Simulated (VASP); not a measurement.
Write the native input for VASP 6.6.1 that does the following.

```
Task                    : single point
Functional              : PBE
Potentials or basis     : VASP PAW PBE potentials, release 64 (Ti_sv, Al)
Cutoff                  : 520 eV
k mesh                  : 15 × 15 × 15
Occupations             : fermi-dirac, width 0.05 eV
Spin                    : no spin polarisation
Dipole correction       : no
k mesh for the DOS      : 23 × 23 × 23
Occupations for the DOS : tetrahedron
Further INCAR settings  : ALGO = Normal; EDIFF = 1e-06
```

TiAl3:

```xyz
4
Lattice="-1.9111 1.9111 4.2807 1.9111 -1.9111 4.2807 1.9111 1.9111 -4.2807" Properties=species:S:1:pos:R:3 pbc="T T T"
Ti    0.0000    0.0000    0.0000
Al    0.0000    0.0000    4.2807
Al    0.0000    1.9111    2.1403
Al    1.9111    0.0000    2.1403
```

The input as run:

POSCAR

```
TiAl3
1.0
   -1.9111067713      1.9111067713      4.2806687947
    1.9111067713     -1.9111067713      4.2806687947
    1.9111067713      1.9111067713     -4.2806687947
Ti Al
1 3
Direct
    0.0000000000      0.0000000000      0.0000000000
    0.5000000000      0.5000000000      0.0000000000
    0.7500000000      0.2500000000      0.5000000000
    0.2500000000      0.7500000000      0.5000000000
```

INCAR.step1

```
  ALGO = Normal
  EDIFF = 1E-6
  ENCUT = 520
  GGA = PE
  ISIF = 2
  ISMEAR = -1
  LASPH = True
  LCHARG = True
  LMAXMIX = 4
  LREAL = False
  LWAVE = False
  NBANDS = 18
  NELM = 60
  PREC = Accurate
  SIGMA = 0.05
```

KPOINTS.step1

```
k-points
0
Gamma
  15 15 15
```

INCAR.step2

```
  ALGO = Normal
  EDIFF = 1E-6
  ENCUT = 520
  GGA = PE
  ICHARG = 11
  ISIF = 2
  ISMEAR = -5
  LASPH = True
  LCHARG = False
  LMAXMIX = 4
  LORBIT = 11
  LREAL = False
  LWAVE = False
  NEDOS = 1001
  NELM = 60
  PREC = Accurate
  SIGMA = 0.05
```

KPOINTS.step2

```
k-points
0
Gamma
  23 23 23
```

Potentials or basis: VASP PAW PBE potentials, release 64 (Ti_sv, Al).

Launch:

```console
$ cat potpaw_PBE.64/Ti_sv/POTCAR potpaw_PBE.64/Al/POTCAR > POTCAR
$ cp INCAR.step1 INCAR
$ cp KPOINTS.step1 KPOINTS
$ mpirun -np 1 vasp_std > vasp.out
$ cp INCAR.step2 INCAR
$ cp KPOINTS.step2 KPOINTS
$ mpirun -np 1 vasp_std > vasp.out
```

Results of the run:

```yaml
Valence_electrons_inside_the_program's_atomic_spheres: Ti 10.30; Al 0.82, 0.81 (each value once)
```

Wall time 31 min on 1 thread of Oxide Virtual Turin-like Processor, on a shared host, peak memory 0.88 GiB.
